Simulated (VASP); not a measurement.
Input of a VASP 6.6.1 run:

POSCAR

```
AlN
1.0
    3.1302455677      0.0000000000      0.0000000000
   -1.5651227838      2.7108721817      0.0000000000
    0.0000000000      0.0000000000      5.0179604231
Al N
2 2
Direct
    0.3333333333      0.6666666667     -0.0007713538
    0.6666666667      0.3333333333      0.4992286462
    0.3333333333      0.6666666667      0.3807713538
    0.6666666667      0.3333333333      0.8807713538
```

The input INCAR.step1:

```
SYSTEM = AlN
PREC = Accurate ; ENCUT = 520
ISMEAR = 0 ; SIGMA = 0.02
LREAL = .False. ; LASPH = .True.
NELM = 100 ; NBANDS = 16
GGA = PE ; ALGO = Normal
EDIFF = 1E-4 ; LWAVE = .True.
LCHARG = .False.
```

INCAR.step2

```
SYSTEM = AlN
PREC = Accurate ; ENCUT = 520
EDIFF = 1E-7 ; ISMEAR = 0
SIGMA = 0.02 ; LREAL = .False.
LASPH = .True. ; NELM = 100
ALGO = Normal ; ISIF = 2
LWAVE = .False. ; LCHARG = .False.
METAGGA = R2SCAN ; LMIXTAU = .True.
NBANDS = 16 ; ISTART = 1
```

Contents of KPOINTS:

```
regular mesh
0
Gamma
  9 9 6
  0 0 0
```

Potentials or basis: VASP PAW PBE potentials, release 64 (Al, N).

Run with:

```console
$ cat potpaw_PBE.64/Al/POTCAR potpaw_PBE.64/N/POTCAR > POTCAR
$ cp INCAR.step1 INCAR
$ mpirun -np 1 vasp_std > vasp.out
$ cp INCAR.step2 INCAR
$ mpirun -np 1 vasp_std > vasp.out
```

(1) Predict the largest force.

(2) Estimate the band gap on the k mesh.

(3) Predict the pressure.

Answers

(1) 0.007 eV/Å.

(2) 4.71 eV, direct.

(3) -5.0 GPa.

Caveat: the PAW data sets were made with another functional, which shifts forces and pressure a little.
